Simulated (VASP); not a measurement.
Ga3Sb2As: single point with PBE

Crystal: Ga3Sb2As.

```
As Ga Sb
1.0
    -2.11713    6.34025    2.98370
     2.11713   -6.34025    2.98370
     2.11713    6.34025   -2.98370
As Ga Sb
1 3 2
Cartesian
  0.0000 0.0000 0.0059
  2.1171 0.0000 1.3632
  2.1171 4.3399 1.5568
  0.0000 2.0003 4.5405
  0.0000 4.2409 -0.0036
  0.0000 8.4395 -0.0036
```

```yaml
Program: VASP 6.6.1
Task: single point
Functional: PBE
Potentials_or_basis: VASP PAW PBE potentials, release 64 (As, Ga_d, Sb)
Cutoff: 520 eV
k_mesh: 8 × 8 × 8
Occupations: fermi-dirac, width 0.02 eV
Spin: no spin polarisation
Dipole_correction: no
Further_INCAR_settings: ALGO = Normal; EDIFF = 1e-06; NBANDS = 36
```

The pressure is 2.3 GPa and the largest force is 0.047 eV/Å. The band gap on the k mesh is 0.02 eV (least direct gap 0.06 eV).

Forces on the atoms (eV/Å):
```
As   0.000  0.000  0.047
Ga   0.000  0.000 -0.010
Ga   0.000 -0.017  0.003
Ga   0.000  0.017  0.003
Sb   0.000 -0.014 -0.021
Sb   0.000  0.014 -0.021
```

Stress tensor (GPa, compression positive):
```
2.21 0.00 0.00
0.00 2.32 0.00
0.00 0.00 2.33
```

Levels at points of the mesh, in eV from the valence-band top:
```tsv
k point	band 24	band 25	band 26	band 27	band 28	band 29	band 30	band 31
(0.00, 0.00, 0.00)	-1.69	-0.10	-0.09	-0.03	0.02	1.55	2.00	3.01
(0.50, 0.00, 0.00)	-1.82	-1.32	-1.16	-0.99	0.44	1.80	2.09	3.00
(0.00, 0.50, 0.00)	-2.52	-2.34	-1.18	-1.18	0.49	2.95	3.02	3.59
(0.50, 0.50, 0.00)	-2.69	-2.58	-2.14	-1.88	1.06	1.26	2.73	2.86
(0.50, 0.50, 0.50)	-2.15	-2.05	-0.83	-0.27	0.91	1.15	1.89	2.28
```

Run time: 26 min on 1 thread of Intel Xeon 8259CL (shared host), peak memory 0.71 GiB.

Caveat: the smearing spreads over this small gap; semilocal functionals underestimate gaps, and a narrow one can read as zero; spin-orbit coupling is left out, which moves the levels of the heavy elements. A k mesh can miss the band edges.
